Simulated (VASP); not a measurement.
Input of a VASP 6.6.1 run:

INCAR

```
SYSTEM = Bi
  PREC = Accurate
  ENCUT = 520
  EDIFF = 1E-6
  ISMEAR = -1
  SIGMA = 0.05
  LREAL = .False.
  LASPH = .True.
  NELM = 60
  ALGO = Normal
  ISIF = 2
  LWAVE = .False.
  LCHARG = .False.
  GGA = RE
  IVDW = 12
  NBANDS = 22
```

File KPOINTS:

```
Automatic mesh
0
Gamma
  4 4 4
  0 0 0
```

File POSCAR:

```
Bi
1.0
    0.0000000000      3.5614715054      3.5614715054
    3.5614715054      0.0000000000      3.5614715054
    3.5614715054      3.5614715054      0.0000000000
Bi
2
Direct
    0.0000000000      0.0000000000      0.0000000000
    0.2500000000      0.2500000000      0.2500000000
```

Potentials or basis: VASP PAW PBE potentials, release 64 (Bi_d).

Launch:

```sh
$ cat potpaw_PBE.64/Bi_d/POTCAR > POTCAR
$ mpirun -np 1 vasp_std > vasp.out
```

(1) Predict the dispersion energy per atom.

(2) Predict the band gap on the k mesh.

(3) Estimate the pressure.

Answers

(1) -0.624 eV.

(2) zero (band 15 reaches 4.89 eV, above the bottom of band 16 at 3.79 eV).

(3) -0.2 GPa.

Caveat: the k points lie up to 0.38 Å⁻¹ apart; three body term missing; the PAW data sets were made with another functional, which shifts forces and pressure a little; spin-orbit coupling is left out, which moves the levels of the heavy elements; pairwise dispersion overbinds metals, which lowers pressure and volume.
